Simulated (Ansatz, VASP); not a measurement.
# Two plane-wave programs on AlN

The input INCAR:

```
SYSTEM = AlN
ALGO = Normal
EDIFF = 1E-6
ENCUT = 520
GGA = PE
ISIF = 2
ISMEAR = 0
LASPH = .True.
LCHARG = .False.
LREAL = .False.
LWAVE = .False.
NBANDS = 26
NELM = 100
PREC = Accurate
SIGMA = 0.05
```

The input KPOINTS:

```
k-points
0
Gamma
  6 6 6
  0 0 0
```

Contents of POSCAR:

```
AlN
1.0
    4.4025164325      0.0000000000      0.0000000000
    0.0000000000     -4.4025164325      0.0000000000
    0.0000000000      0.0000000000     -4.4025164325
Al N
4 4
Direct
   -0.0809495713      0.0858599862     -0.0809495713
    0.5000000000      0.5000000000      0.0000000000
    0.5000000000      0.0000000000      0.5000000000
    0.0000000000      0.5000000000      0.5000000000
    0.7500000000      0.7500000000      0.7500000000
    0.2500000000      0.2500000000      0.7500000000
    0.2500000000      0.7500000000      0.2500000000
    0.7500000000      0.2500000000      0.2500000000
```

Input for Ansatz:

```yaml
crystal:
  lattice:
    - [4.4025164325, 0.0, 0.0]
    - [0.0, -4.4025164325, 0.0]
    - [0.0, 0.0, -4.4025164325]
  atoms:
    - { symbol: Al, position: [-0.0809495713, 0.0858599862, -0.0809495713] }
    - { symbol: Al, position: [0.5, 0.5, 0.0] }
    - { symbol: Al, position: [0.5, 0.0, 0.5] }
    - { symbol: Al, position: [0.0, 0.5, 0.5] }
    - { symbol: "N", position: [0.75, 0.75, 0.75] }
    - { symbol: "N", position: [0.25, 0.25, 0.75] }
    - { symbol: "N", position: [0.25, 0.75, 0.25] }
    - { symbol: "N", position: [0.75, 0.25, 0.25] }
basis:
  ecutwfc: 420
kpoints:
  mp_grid: { grid: [6, 6, 6] }
hamiltonian:
  xc: pbe
  pseudopotentials: { kind: paw, azcp: { folder: soft_1 } }
scf:
  occupations: { method: gaussian, width: 0.05 }
output:
  forces: true
  stress: true
  eigenvalues: true
```

Alike in both runs: task single point; functional PBE; k mesh 6 × 6 × 6; occupations gaussian, width 0.05 eV; no spin polarisation.

|  | VASP | Ansatz |
| --- | --- | --- |
| version | VASP 6.6.1 | Ansatz 0.2.0 |
| potentials or method | VASP PAW PBE potentials, release 64 (Al, N), cutoff 520 eV | scalar-relativistic, plane waves, PAW |
| valence electrons in the cell | 32 | 32 |

|  | VASP | Ansatz | Ansatz less VASP |
| --- | --- | --- | --- |
| gap on the k mesh at the Fermi level (eV) | none | none | - |
| pressure (GPa) | 5.3 | 5.5 | +0.16 |
| traceless stress, the component that is largest in VASP (GPa) | -0.68 | -0.68 | +0.001 |
| rms of the force components (eV/Å) | 1.711 | 1.713 | +0.0018 |

Atom by atom the forces differ by 0.006 eV/Å (rms over components). A gap of «none» marks a metal or a gap that the smearing closes.
